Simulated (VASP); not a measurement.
Here is a VASP 6.6.1 calculation.

POSCAR

```
TiO2
1.0
   -1.8511208344      1.8511208344      4.9433727508
    1.8511208344     -1.8511208344      4.9433727508
    1.8511208344      1.8511208344     -4.9433727508
Ti O
2 4
Direct
    0.7500000000      0.2500000000      0.5000000000
    0.0000000000      0.0000000000      0.0000000000
    0.5465313936      0.0465313936      0.5000000000
    0.7965313936      0.7965313936      0.0000000000
    0.2034686064      0.2034686064      0.0000000000
    0.9534686064      0.4534686064      0.5000000000
```

Contents of INCAR.step1:

```
  PREC = Accurate
  ENCUT = 520
  ISMEAR = 0
  SIGMA = 0.01
  LREAL = False
  LASPH = True
  NELM = 80
  NBANDS = 33
  GGA = PE
  ALGO = Normal
  EDIFF = 1E-4
  LWAVE = True
  LCHARG = False
```

Contents of INCAR.step2:

```
  PREC = Accurate
  ENCUT = 520
  EDIFF = 1E-6
  ISMEAR = 0
  SIGMA = 0.01
  LREAL = False
  LASPH = True
  NELM = 80
  ALGO = Normal
  ISIF = 2
  LWAVE = False
  LCHARG = False
  METAGGA = R2SCAN
  LMIXTAU = True
  NBANDS = 33
  ISTART = 1
```

The input KPOINTS:

```
regular mesh
0
Gamma
  10 10 10
```

Potentials or basis: VASP PAW PBE potentials, release 64 (Ti_sv, O).

Run with:

```bash
$ cat potpaw_PBE.64/Ti_sv/POTCAR potpaw_PBE.64/O/POTCAR > POTCAR
$ cp INCAR.step1 INCAR
$ mpirun -np 1 vasp_std > vasp.out
$ cp INCAR.step2 INCAR
$ mpirun -np 1 vasp_std > vasp.out
```

Problem. Predict the pressure.

Solution. 5.2 GPa.

Problem. What does it give for the band gap on the k mesh?

Solution. 2.78 eV (least direct gap 3.05 eV).

Problem. Estimate the largest force.

Solution. 0.017 eV/Å.

Forces on the atoms (eV/Å):
```
Ti   0.000  0.000  0.000
Ti   0.000  0.000  0.000
O    0.000  0.000 -0.017
O    0.000  0.000 -0.017
O    0.000  0.000  0.017
O    0.000  0.000  0.017
```

Caveat: the cell differs from its parent crystal (epitaxial xy strain -2.0%); the cell stands under pressure; the PAW data sets were made with another functional, which shifts forces and pressure a little. A k mesh can miss the band edges.
